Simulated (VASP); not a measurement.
Crystal: Ir.

```
CELL_PARAMETERS angstrom
0.00000 1.90274 1.90274
1.90274 0.00000 1.90274
1.90274 1.90274 0.00000
ATOMIC_POSITIONS crystal
Ir 0.00000 0.00000 0.00000
```

Base run:

```yaml
Program: VASP 6.6.1
Functional: PBE0
Potentials_or_basis: VASP PAW PBE potentials, release 64 (Ir)
Cutoff: 520 eV
k_mesh: 8 × 8 × 8
Occupations: fermi-dirac, width 0.05 eV
Spin: no spin polarisation
```

Its results: pressure 10.4 GPa.

Task: The run is repeated on the same cell with these changes: functional from PBE0 to PBE; k mesh from 8 × 8 × 8 to 12 × 12 × 12. What comes out?

Result: Pressure 20.5 GPa.

Several settings changed at once, so the effect can't be laid on one alone.

Caveats: the PAW data sets were made with another functional, which shifts forces and pressure a little (some runs).
